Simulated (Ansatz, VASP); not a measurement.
**ZnO in VASP and in Ansatz**

Contents of POSCAR:

```
ZnO
1.0
    0.0187771795      2.1337703963      2.1337703963
    2.1337703963      0.0187771795      2.1337703963
    2.1525475758      2.1525475758      0.0000000000
Zn O
1 1
Direct
    0.0000000000      0.0000000000      0.0000000000
    0.5000000000      0.5000000000      0.5000000000
```

INCAR.step1

```
SYSTEM = ZnO
PREC = Accurate ; ENCUT = 520
ISMEAR = 0 ; SIGMA = 0.01
LREAL = .False. ; LASPH = .True.
NELM = 100 ; NBANDS = 16
GGA = PE ; ALGO = Normal
EDIFF = 1E-4 ; LWAVE = .True.
LCHARG = .False.
```

File INCAR.step2:

```
SYSTEM = ZnO
PREC = Accurate ; ENCUT = 520
EDIFF = 1E-7 ; ISMEAR = 0
SIGMA = 0.01 ; LREAL = .False.
LASPH = .True. ; NELM = 100
ALGO = Normal ; ISIF = 2
LWAVE = .False. ; LCHARG = .True.
METAGGA = R2SCAN ; LMIXTAU = .True.
LELF = .True. ; LVHAR = .True.
NBANDS = 16 ; ISTART = 1
```

The input KPOINTS:

```
regular mesh
0
Gamma
  10 10 10
  0 0 0
```

Input for Ansatz:

```yaml
crystal:
  lattice:
    - [0.0187771795, 2.1337703963, 2.1337703963]
    - [2.1337703963, 0.0187771795, 2.1337703963]
    - [2.1525475758, 2.1525475758, 0.0]
  atoms:
    - { symbol: Zn, position: [0.0, 0.0, 0.0] }
    - { symbol: O, position: [0.5, 0.5, 0.5] }
kpoints:
  mp_grid: { grid: [10, 10, 10] }
  band_path:
    path:
      - [0.0, 0.0, 0.0]
      - [0.5, 0.0, 0.5]
      - [0.625, 0.25, 0.625]
      - [0.375, 0.375, 0.75]
      - [0.5, 0.5, 0.5]
      - [0.5, 0.25, 0.75]
    npoints: 1
hamiltonian:
  xc: r2scan
scf:
  occupations: { method: fixed }
  n_extra_bands: 4
output:
  forces: true
  stress: true
  eigenvalues: true
```

Change from the starting cell: shear_xy strain +1.8%.

Alike in both runs: task single point; functional r2SCAN; k mesh 10 × 10 × 10; no spin polarisation.

|  | VASP | Ansatz |
| --- | --- | --- |
| version | VASP 6.6.1 | Ansatz 0.2.0 |
| potentials or method | VASP PAW PBE potentials, release 64 (Zn, O) | plane waves, PAW |
| plane-wave cutoff (eV) | 520 | 500 |
| occupations | gaussian, width 0.01 eV | fixed |
| valence electrons in the cell | 18 | 18 |

VASP gave:

- gap on the k mesh at the Fermi level (eV): 1.53
- pressure (GPa): 1.5
- traceless stress, the component that is largest in VASP (GPa): -1.58

**Question.** Which values does Ansatz return?

**Answer.** gap on the k mesh at the Fermi level (eV): 1.55; pressure (GPa): 0.0; traceless stress, the component that is largest in VASP (GPa): -1.68.

VASP's potentials were made for PBE, not for r2SCAN.
